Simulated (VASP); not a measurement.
Input of a VASP 6.6.1 run:

INCAR

```
SYSTEM = C
ALGO = Normal
EDIFF = 1E-6
ENCUT = 520
ISIF = 2
ISMEAR = -5
ISPIN = 2
LASPH = .TRUE.
LCHARG = .FALSE.
LORBIT = 11
LREAL = .FALSE.
LWAVE = .FALSE.
MAGMOM = 0.5 0.5
NBANDS = 15
NELM = 150
NUPDOWN = 1.0
PREC = Accurate
SIGMA = 0.05
```

Contents of KPOINTS:

```
k-points
0
G
  13 13 13
  0 0 0
```

File POSCAR:

```
C
1.0
    0.0000000000      1.7714007132      1.7714007132
    1.7714007132      0.0000000000      1.7714007132
    1.7714007132      1.7714007132      0.0000000000
C
2
Direct
    0.7500000000      0.7500000000      0.7500000000
    0.5000000000      0.5000000000      0.5000000000
```

Potentials or basis: VASP PAW LDA potentials, release 64 (C).

The run is started by

```bash
$ cat potpaw_LDA.64/C/POTCAR > POTCAR
$ mpirun -np 1 vasp_std > vasp.out
```

**Question.** What does it give for the pressure?

**Answer.** 35.6 GPa.

Caveat: the total moment is fixed, so each spin has its own Fermi level.
